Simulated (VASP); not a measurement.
# BN (P6_3/mmc) in VASP: settings compared

The runs below take BN through single point, with RPBE, BLYP+D3(BJ).

All numbers are computed with VASP 6.6.1; they aren't measurements. Logs are shortened: lines on timing, memory, paths and dates and some standing lists are left out, and cuts for length are marked.

### 1 The cell of the first run

It takes space group P6_3/mmc (No. 194, hexagonal). The conventional cell has a = 2.464 Å, b = 2.464 Å, c = 6.546 Å, α = 90.00°, β = 90.00°, γ = 120.00°. N (site symmetry -6m2) has 3 B at 1.42 Å within 1.9 Å. B (site symmetry -6m2) has 3 N at 1.42 Å within 1.9 Å.

### 2 Single point, RPBE

The input, INCAR:

```
PREC = Accurate
ENCUT = 520
EDIFF = 1E-6
ISMEAR = -1
SIGMA = 0.05
LREAL = F
LASPH = T
NELM = 60
ALGO = Normal
ISIF = 2
LWAVE = F
LCHARG = F
GGA = RP
NBANDS = 16
```

The input, KPOINTS:

```
Automatic mesh
0
Gamma
  12 12 4
```

The input, POSCAR:

```
BN
1.0
    2.4644758610      0.0000000000      0.0000000000
   -1.2322379305      2.1342987027      0.0000000000
    0.0000000000      0.0000000000      6.5460173847
N B
2 2
Direct
    0.6666666667      0.3333333333      0.2500000000
    0.3333333333      0.6666666667      0.7500000000
    0.6666666667      0.3333333333      0.7500000000
    0.3333333333      0.6666666667      0.2500000000
```

Potentials or basis: VASP PAW PBE potentials, release 64 (N, B).

Launch:

```sh
cat potpaw_PBE.64/N/POTCAR potpaw_PBE.64/B/POTCAR > POTCAR
mpirun -np 1 vasp_std > vasp.out
```

OUTCAR:

```text
PREC = Accurate
   ENCUT = 520
   EDIFF = 1E-6
   ISMEAR = -1
   LREAL = F
   LASPH = T
   NELM = 60
   ISIF = 2
   GGA = RP

 ion  position               nearest neighbor table
   1  0.667  0.333  0.250-   4 1.42   4 1.42   4 1.42
   2  0.333  0.667  0.750-   3 1.42   3 1.42   3 1.42
   3  0.667  0.333  0.750-   2 1.42   2 1.42   2 1.42
   4  0.333  0.667  0.250-   1 1.42   1 1.42   1 1.42

  LATTYP: Found a hexagonal cell.
 ALAT       =     2.4644758610
 C/A-ratio  =     2.6561499296

  Lattice vectors:

 A1 = (   2.4644758610,   0.0000000000,   0.0000000000)
 A2 = (  -1.2322379305,   2.1342987027,   0.0000000000)
 A3 = (   0.0000000000,   0.0000000000,   6.5460173847)

Analysis of symmetry for initial positions (statically):
=====================================================================
 Subroutine PRICEL returns:
 Original cell was already a primitive cell.

 Routine SETGRP: Setting up the symmetry group for a
 hexagonal supercell.

 Subroutine GETGRP returns: Found 24 space group operations
 (whereof 12 operations were pure point group operations)
 out of a pool of 24 trial point group operations.

The static configuration has the point symmetry D_3d.
 The point group associated with its full space group is D_6h.

Analysis of symmetry for dynamics (positions and initial velocities):
=====================================================================
 Subroutine PRICEL returns:
 Original cell was already a primitive cell.

 Routine SETGRP: Setting up the symmetry group for a
 hexagonal supercell.

 Subroutine GETGRP returns: Found 24 space group operations
 (whereof 12 operations were pure point group operations)
 out of a pool of 24 trial point group operations.

The dynamic configuration has the point symmetry D_3d.
 The point group associated with its full space group is D_6h.

 Subroutine INISYM returns: Found 24 space group operations
 (whereof 12 operations are pure point group operations),
 and found     1 'primitive' translations

----------------------------------------------------------------------------------------

                                     Primitive cell

  volume of cell :      34.4316

  direct lattice vectors                    reciprocal lattice vectors
     2.464475861  0.000000000  0.000000000     0.405765792  0.234268989  0.000000000
    -1.232237930  2.134298703  0.000000000     0.000000000  0.468537979  0.000000000
     0.000000000  0.000000000  6.546017385     0.000000000  0.000000000  0.152764642

  length of vectors
     2.464475861  2.464475861  6.546017385     0.468537979  0.468537979  0.152764642

  position of ions in fractional coordinates (direct lattice)
     0.666666667  0.333333333  0.250000000
     0.333333333  0.666666667  0.750000000
     0.666666667  0.333333333  0.750000000
     0.333333333  0.666666667  0.250000000

  ion indices of the primitive-cell ions
   primitive index   ion index
                 1           1
                 2           2
                 3           3
                 4           4

----------------------------------------------------------------------------------------

 KPOINTS: Automatic mesh

Automatic generation of k-mesh.
 Grid dimensions read from file:
 generate k-points for:   12   12    4

 Generating k-lattice:

  Cartesian coordinates                     Fractional coordinates (reciprocal lattice)
     0.033813816  0.019522416  0.000000000     0.083333333  0.000000000  0.000000000
     0.000000000  0.039044832  0.000000000     0.000000000  0.083333333  0.000000000
     0.000000000  0.000000000  0.038191160     0.000000000  0.000000000  0.250000000

  Length of vectors
     0.039044832  0.039044832  0.038191160

  Shift w.r.t. Gamma in fractional coordinates (k-lattice)
     0.000000000  0.000000000  0.000000000

 Subroutine IBZKPT returns following result:
 ===========================================

 Found     57 irreducible k-points:

 Following reciprocal coordinates:
            Coordinates               Weight
  0.000000  0.000000  0.000000      1.000000
  0.083333  0.000000  0.000000      6.000000
  0.166667  0.000000  0.000000      6.000000
  0.250000 -0.000000  0.000000      6.000000
  0.333333  0.000000  0.000000      6.000000
  0.416667  0.000000  0.000000      6.000000
[... 16 lines left out ...]
  0.250000 -0.000000  0.250000     12.000000
  0.333333  0.000000  0.250000     12.000000
 [... further k-points ...]
   k-points           NKPTS =     57   k-points in BZ     NKDIM =     57   number of bands    NBANDS=     16
   number of dos      NEDOS =    301   number of ions     NIONS =      4
   total plane-waves  NPLWV =  16200
   dimension x,y,z NGX =    18 NGY =   18 NGZ =   50
   dimension x,y,z NGXF=    36 NGYF=   36 NGZF=  100
   ions per type =               2   2
   NGX,Y,Z   is equivalent  to a cutoff of  12.14, 12.14, 12.70 a.u.
   NGXF,Y,Z  is equivalent  to a cutoff of  24.28, 24.28, 25.40 a.u.
 SYSTEM =  unknown system
   PREC   = accura    normal or accurate (medium, high low for compatibility)
   ISTART =      0    job   : 0-new  1-cont  2-samecut
   ICHARG =      2    charge: 1-file 2-atom 10-const
   ISPIN  =      1    spin polarized calculation?
   LNONCOLLINEAR =      F non collinear calculations
   LSORBIT =      F    spin-orbit coupling
   LASPH  =      T    aspherical Exc in radial PAW
   ENCUT  =  520.0 eV  38.22 Ry    6.18 a.u.   4.58  4.58 12.17*2*pi/ulx,y,z
   NELM   =     60;   NELMIN=  2; NELMDL= -5     # of ELM steps
   EDIFF  = 0.1E-05   stopping-criterion for ELM
   LREAL  =      F    real-space projection
   EDIFFG = 0.1E-04   stopping-criterion for IOM
   NSW    =      0    number of steps for IOM
   IBRION =     -1    ionic relax: 0-MD 1-quasi-New 2-CG
   NFREE  =      0    steps in history (QN), initial steepest desc. (CG)
   ISIF   =      2    stress and relaxation
   ISYM   =      2    0-nonsym 1-usesym 2-fastsym
   POTIM  = 0.5000    time-step for ionic-motion
   TEBEG  =    0.0;   TEEND  =   0.0 temperature during run
   PSTRESS=    0.0 pullay stress
   NELECT =      16.0000    total number of electrons
   NUPDOWN=      -1.0000    fix difference up-down
   EMIN   =  10.00;   EMAX   =-10.00  energy-range for DOS
   EFERMI =   0.00;   METHOD = LEGACY
   ISMEAR =    -1;   SIGMA  =   0.05  broadening in eV -4-tet -1-fermi 0-gaus
   EFERMI_NEDOS =   21; number of points for ismear=-14 and -15
   IALGO  =     38    algorithm
   IMIX   =      4    mixing-type and parameters
     AMIX     =   0.40;   BMIX     =  1.00
     AMIX_MAG =   1.60;   BMIX_MAG =  1.00
  volume/ion in A,a.u.               =       8.61        58.09
  Fermi-wavevector in a.u.,A,eV,Ry     =   1.268029  2.396227 21.876774  1.607898
  Thomas-Fermi vector in A             =   2.401146
   LORBIT       =      0    0 simple, 1 ext, 2 COOP (PROOUT), +10 PAW based schemes
   GGA     = RP    functional components
   LHFCALC =     F    Hartree Fock is set to
   AEXX    =    0.0000 exact exchange contribution
   IVDW    =     0    specifies the selected vdW correction
   LEPSILON=     F    determine dielectric tensor
   LRPA    =     F    only Hartree local field effects (RPA)
 non-spin polarized calculation
  energy-cutoff  :      520.00
  volume of cell :       34.43
 maximum number of plane-waves:       946
   NGX =  9   NGY =  9   NGZ = 25

 number of electron      15.9999998 magnetization

 Free energy of the ion-electron system (eV)
  ---------------------------------------------------
  ext. energy  EPLUGINS =         0.00000000
  ---------------------------------------------------
  free energy    TOTEN  =       -33.53815789 eV

  energy without entropy =      -33.53815789  energy(sigma->0) =      -33.53815789

 E-fermi :   3.7749     XC(G=0): -10.0273

 val. band max:        2.7226906171   @ k =   0.3333   0.3333   0.5000
 cond. band min:       7.1646311390   @ k =   0.5000  -0.0000   0.0000
 fundamental gap:      4.4419405219
 Fermi energy:         3.7749061637

 k-point     1 :       0.0000    0.0000    0.0000
  band No.  band energies     occupation
      1     -15.4435      2.00000
      2     -15.1311      2.00000
      3      -3.7293      2.00000
      4      -1.5497      2.00000
      5       1.4722      2.00000
      6       1.4722      2.00000
[... 8 lines left out ...]
     15      15.8374      0.00000
     16      16.4439      0.00000

 k-point     2 :       0.0833    0.0000    0.0000
  band No.  band energies     occupation
      1     -15.3025      2.00000
      2     -14.9948      2.00000
      3      -3.5360      2.00000
      4      -1.3754      2.00000
      5       0.8972      2.00000
      6       0.9329      2.00000
[... 8 lines left out ...]
     15      15.8947      0.00000
     16      16.2821      0.00000

 k-point     3 :       0.1667    0.0000    0.0000
  band No.  band energies     occupation
      1     -14.8867      2.00000
      2     -14.5936      2.00000
      3      -2.9629      2.00000
      4      -0.8628      2.00000
      5      -0.5646      2.00000
      6      -0.5206      2.00000
[... 8 lines left out ...]
     15      17.1594      0.00000
     16      17.3880      0.00000

 k-point     4 :       0.2500   -0.0000    0.0000
  band No.  band energies     occupation
      1     -14.2223      2.00000
      2     -13.9550      2.00000
      3      -2.4264      2.00000
      4      -2.3603      2.00000
      5      -2.0358      2.00000
      6      -0.2373      2.00000
[... 8 lines left out ...]
     15      18.7743      0.00000
     16      19.4368      0.00000

 k-point     5 :       0.3333    0.0000    0.0000
  band No.  band energies     occupation
      1     -13.3762      2.00000
      2     -13.1509      2.00000
      3      -4.2858      2.00000
      4      -4.1990      2.00000
      5      -0.8952      2.00000
      6      -0.8308      2.00000
[... 8 lines left out ...]
     15      19.1817      0.00000
     16      22.1172      0.00000

 k-point     6 :       0.4167    0.0000    0.0000
  band No.  band energies     occupation
      1     -12.5231      2.00000
      2     -12.3691      2.00000
      3      -5.7728      2.00000
      4      -5.6874      2.00000
      5      -1.3259      2.00000
      6      -1.2587      2.00000
[... 8 lines left out ...]
     15      18.6730      0.00000
     16      22.4367      0.00000
[... 267 lines left out ...]
 k-point    21 :       0.0833    0.0000    0.2500
  band No.  band energies     occupation
      1     -15.2599      2.00000
      2     -15.0426      2.00000
      3      -3.2714      2.00000
      4      -1.7646      2.00000
      5       0.9039      2.00000
      6       0.9305      2.00000
[... 8 lines left out ...]
     15      15.9425      0.00000
     16      16.2086      0.00000

 k-point    22 :       0.1667    0.0000    0.2500
  band No.  band energies     occupation
      1     -14.8459      2.00000
      2     -14.6389      2.00000
      3      -2.7073      2.00000
      4      -1.2529      2.00000
      5      -0.5526      2.00000
      6      -0.5087      2.00000
[... 8 lines left out ...]
     15      17.0562      0.00000
     16      17.1411      0.00000

 k-point    23 :       0.2500   -0.0000    0.2500
  band No.  band energies     occupation
      1     -14.1850      2.00000
      2     -13.9962      2.00000
      3      -2.4350      2.00000
      4      -2.3773      2.00000
      5      -1.7679      2.00000
      6      -0.3894      2.00000
[... 8 lines left out ...]
     15      19.4528      0.00000
     16      19.5372      0.00000

 k-point    24 :       0.3333    0.0000    0.2500
  band No.  band energies     occupation
      1     -13.3445      2.00000
      2     -13.1852      2.00000
      3      -4.2769      2.00000
      4      -4.2150      2.00000
      5      -0.8859      2.00000
      6      -0.8403      2.00000
[... 8 lines left out ...]
     15      20.2913      0.00000
     16      22.2005      0.00000

 [... further k-points ...]

------------------------ aborting loop because EDIFF is reached ----------------------------------------

  FORCE on cell =-STRESS in cart. coord.  units (eV):
  Direction    XX          YY          ZZ          XY          YZ          ZX
  --------------------------------------------------------------------------------------
  -------------------------------------------------------------------------------------
  Total        5.9824210      5.9824210      1.2219038      0.0000000      0.0000000      0.0000000
  in kB      278.3752551    278.3752551     56.8578826      0.0000000      0.0000000      0.0000000
  external PRESSURE =     204.5361309 kB  Pullay stress =       0.0000000 kB

 VOLUME and BASIS-vectors are now :
 -----------------------------------------------------------------------------
  energy-cutoff  :      520.00
  volume of cell :       34.43
      direct lattice vectors                 reciprocal lattice vectors
     2.464475861  0.000000000  0.000000000     0.405765792  0.234268989  0.000000000
    -1.232237930  2.134298703  0.000000000     0.000000000  0.468537979  0.000000000
     0.000000000  0.000000000  6.546017385     0.000000000  0.000000000  0.152764642

 POSITION                                       TOTAL-FORCE (eV/Angst)
 -----------------------------------------------------------------------------------
      1.23224      0.71143      1.63650         0.000000      0.000000      0.000000
     -0.00000      1.42287      4.90951         0.000000     -0.000000     -0.000000
      1.23224      0.71143      4.90951         0.000000     -0.000000      0.000000
     -0.00000      1.42287      1.63650        -0.000000      0.000000      0.000000
 -----------------------------------------------------------------------------------
    total drift:                               -0.000000      0.000000      0.000000

  FREE ENERGIE OF THE ION-ELECTRON SYSTEM (eV)
  ---------------------------------------------------
  free  energy   TOTEN  =       -33.5381578857 eV

  energy  without entropy=      -33.5381578856  energy(sigma->0) =      -33.53815789
```

It took 24 s on 1 thread of AMD EPYC 7R43 (Zen 3), shared host; peak memory 0.12 GiB.

Results:

```yaml
Free_energy: -33.5382 eV
Pressure: 20.5 GPa
Band_gap_on_the_k_mesh: 4.44 eV, indirect (least direct gap 4.83 eV)
```

Levels at points of the mesh, in eV from the valence-band top:
| k point | band 4 | band 5 | band 6 | band 7 | band 8 | band 9 | band 10 | band 11 | band 12 | band 13 |
| --- | --- | --- | --- | --- | --- | --- | --- | --- | --- | --- |
| (0.00, 0.00, 0.00) | -4.27 | -1.25 | -1.25 | -1.21 | -1.21 | 5.61 | 10.88 | 11.99 | 11.99 | 12.12 |
| (0.50, 0.00, 0.00) | -9.04 | -4.20 | -4.13 | -1.50 | -0.45 | 4.44 | 5.87 | 10.04 | 10.49 | 13.29 |
| (0.00, 0.00, 0.50) | -5.48 | -1.23 | -1.23 | -1.23 | -1.23 | 8.08 | 8.08 | 12.06 | 12.06 | 12.06 |
| (0.50, 0.00, 0.50) | -9.08 | -4.16 | -4.16 | -0.96 | -0.96 | 4.92 | 4.92 | 10.45 | 10.45 | 14.21 |

Caveat: the PAW data sets were made with another functional, which shifts forces and pressure a little; this functional lacks dispersion, which binds the layers, so the pressure and a relaxed spacing across them are unreliable.

### 3 Single point, RPBE

This run uses another cell than the first one, of 8.79 Å³/atom, 1.021 times its volume.

The input, INCAR:

```
ALGO = Normal
EDIFF = 1E-6
ENCUT = 520
GGA = RP
ISIF = 2
ISMEAR = -1
LASPH = T
LCHARG = F
LREAL = F
LWAVE = F
NBANDS = 16
NELM = 100
PREC = Accurate
SIGMA = 0.05
```

The input, KPOINTS:

```
k-points
0
Gamma
  12 12 4
```

The input, POSCAR:

```
BN
1.0
    2.4814727834      0.0000000000      0.0000000000
   -1.2407363917      2.1490184693      0.0000000000
    0.0000000000      0.0000000000      6.5911637588
N B
2 2
Direct
    0.6666666667      0.3333333333      0.2500000000
    0.3333333333      0.6666666667      0.7500000000
    0.6666666667      0.3333333333      0.7500000000
    0.3333333333      0.6666666667      0.2500000000
```

Potentials or basis: VASP PAW PBE potentials, release 64 (N, B).

Launch:

```sh
cat potpaw_PBE.64/N/POTCAR potpaw_PBE.64/B/POTCAR > POTCAR
mpirun -np 1 vasp_std > vasp.out
```

It took 24 s on 1 thread of AMD EPYC 7R43 (Zen 3), shared host; peak memory 0.12 GiB.

It converged, with:

```
Free energy            : -33.6170 eV
Pressure               : 14.5 GPa
Band gap on the k mesh : 4.42 eV, indirect (least direct gap 4.78 eV)
```

Stress tensor (GPa, compression positive):
```
19.11  0.00  0.00
 0.00 19.11  0.00
 0.00  0.00  5.31
```

Levels at points of the mesh, in eV from the valence-band top:
```tsv
k point	band 5	band 6	band 7	band 8	band 9	band 10	band 11	band 12
(0.00, 0.00, 0.00)	-1.28	-1.28	-1.24	-1.24	5.57	10.73	11.82	11.82
(0.50, 0.00, 0.00)	-4.17	-4.10	-1.46	-0.44	4.42	5.79	9.84	10.27
(0.00, 0.00, 0.50)	-1.26	-1.26	-1.26	-1.26	7.98	7.98	11.88	11.88
(0.50, 0.00, 0.50)	-4.13	-4.13	-0.93	-0.93	4.89	4.89	10.23	10.23
```

Caveat: the PAW data sets were made with another functional, which shifts forces and pressure a little; this functional lacks dispersion, which binds the layers, so the pressure and a relaxed spacing across them are unreliable. A k mesh can miss the band edges.

### 4 Single point, BLYP+D3(BJ)

This run uses another cell than the first one, of 8.72 Å³/atom, 1.013 times its volume.

The input, INCAR:

```
SYSTEM = BN
PREC = Accurate
ENCUT = 520
EDIFF = 1E-7
ISMEAR = -1
SIGMA = 0.05
LREAL = .FALSE.
LASPH = .TRUE.
NELM = 80
ALGO = Normal
ISIF = 2
LWAVE = .FALSE.
LCHARG = .TRUE.
GGA = B5
ALDAX = 1.0
AGGAX = 1.0
AGGAC = 1.0
ALDAC = 0.0
IVDW = 12
VDW_S6 = 1.0
VDW_S8 = 2.6996
VDW_A1 = 0.4298
VDW_A2 = 4.2359
LELF = .TRUE.
LVHAR = .TRUE.
NBANDS = 16
```

The input, KPOINTS:

```
Automatic mesh
0
G
  12 12 4
  0 0 0
```

The input, POSCAR:

```
BN
1.0
    2.5060528830      0.0000000000      0.0000000000
   -1.2530264415      2.1703054599      0.0000000000
    0.0000000000      0.0000000000      6.4148477806
N B
2 2
Direct
    0.6666666667      0.3333333333      0.2500000000
    0.3333333333      0.6666666667      0.7500000000
    0.6666666667      0.3333333333      0.7500000000
    0.3333333333      0.6666666667      0.2500000000
```

Launch:

```sh
cat potpaw_PBE.64/N/POTCAR potpaw_PBE.64/B/POTCAR > POTCAR
mpirun -np 1 vasp_std > vasp.out
```

Run time: 40 s. Hardware: 1 thread of AMD EPYC 7R43 (Zen 3), shared host; peak memory 0.14 GiB.

The run converged. Its results:

* Free energy: -34.7259 eV
* Pressure: -0.2 GPa
* Band gap on the k mesh: 4.28 eV, indirect (least direct gap 4.65 eV)
* Dispersion energy per atom: -0.283 eV

Stress tensor (GPa, compression positive):
```
-0.21  0.00  0.00
 0.00 -0.21  0.00
 0.00  0.00 -0.12
```

Levels at points of the mesh, in eV from the valence-band top:
```csv
k point,band 6,band 7,band 8,band 9,band 10,band 11
"(0.00, 0.00, 0.00)",-1.47,-1.42,-1.42,5.55,10.70,11.54
"(0.50, 0.00, 0.00)",-4.14,-1.57,-0.37,4.28,5.82,9.66
"(0.00, 0.00, 0.50)",-1.44,-1.44,-1.44,8.09,8.09,11.62
"(0.50, 0.00, 0.50)",-4.19,-0.94,-0.94,4.76,4.76,10.05
```

Caveat: the PAW data sets were made with another functional, which shifts forces and pressure a little.

### 5 Overview

```csv
level,cell,gap on the mesh (eV),pressure (GPa)
RPBE,"a = 2.464, b = 2.464, c = 6.546 Å, angles 90.0, 90.0, 120.0°, 4 atoms",4.44,20.5
RPBE,"a = 2.481, b = 2.481, c = 6.591 Å, angles 90.0, 90.0, 120.0°, 4 atoms",4.42,14.5
BLYP+D3(BJ),"a = 2.506, b = 2.506, c = 6.415 Å, angles 90.0, 90.0, 120.0°, 4 atoms",4.28,-0.2
```

Alike in all rows: task single point; potentials or basis VASP PAW PBE potentials, release 64 (N, B); no spin polarisation; k mesh 12 × 12 × 4; cutoff (eV) 520; smearing fermi-dirac 0.05 eV.

Caveats: the PAW data sets were made with another functional, which shifts forces and pressure a little; this functional lacks dispersion, which binds the layers, so the pressure and a relaxed spacing across them are unreliable (some runs).

Total energies depend on the potentials used, so only differences within one code and one set of settings carry meaning.
